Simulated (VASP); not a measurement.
Pt:

```xyz
1
Lattice="-1.5569 1.5569 1.5569 1.5569 -1.5569 1.5569 1.5569 1.5569 -1.5569" Properties=species:S:1:pos:R:3 pbc="T T T"
Pt    0.0000    0.0000    0.0000
```

| Property | Result |
| --- | --- |
| Program | VASP 6.6.1 |
| Task | relaxation of cell and atoms |
| Functional | revPBE |
| Potentials or basis | VASP PAW PBE potentials, release 64 (Pt) |
| Cutoff | 600 eV |
| k mesh | 14 × 14 × 14 |
| Occupations | fermi-dirac, width 0.1 eV |
| Spin | no spin polarisation |

At the start: pressure 15.8 GPa; volume 15.09 Å³/atom.

Q: Where does the relaxation end?

A: Over 4 steps the energy falls by 42.9 meV/atom and the volume is 16.03 Å³/atom (+6.2 %); space group Im-3m (No. 229, to 0.05 Å).

The path:
```
step  energy change (eV)  largest force (eV/Å)  pressure (GPa)  volume (Å³)
   1              0.0000                0.0000           15.84        15.09
   2              0.1669                0.0000          -22.06        18.60
   3             -0.0428                0.0000           -0.77        16.08
   4             -0.0429                0.0000           -0.09        16.03
```

Final structure:
```yaml
crystal:
  lattice:
    - [-1.58832, 1.58832, 1.58832]
    - [1.58832, -1.58832, 1.58832]
    - [1.58832, 1.58832, -1.58832]
  atoms:
    - { symbol: Pt, position: [0.00000, 0.00000, 0.00000] }
```

Caveat: the PAW data sets were made with another functional, which shifts forces and pressure a little.
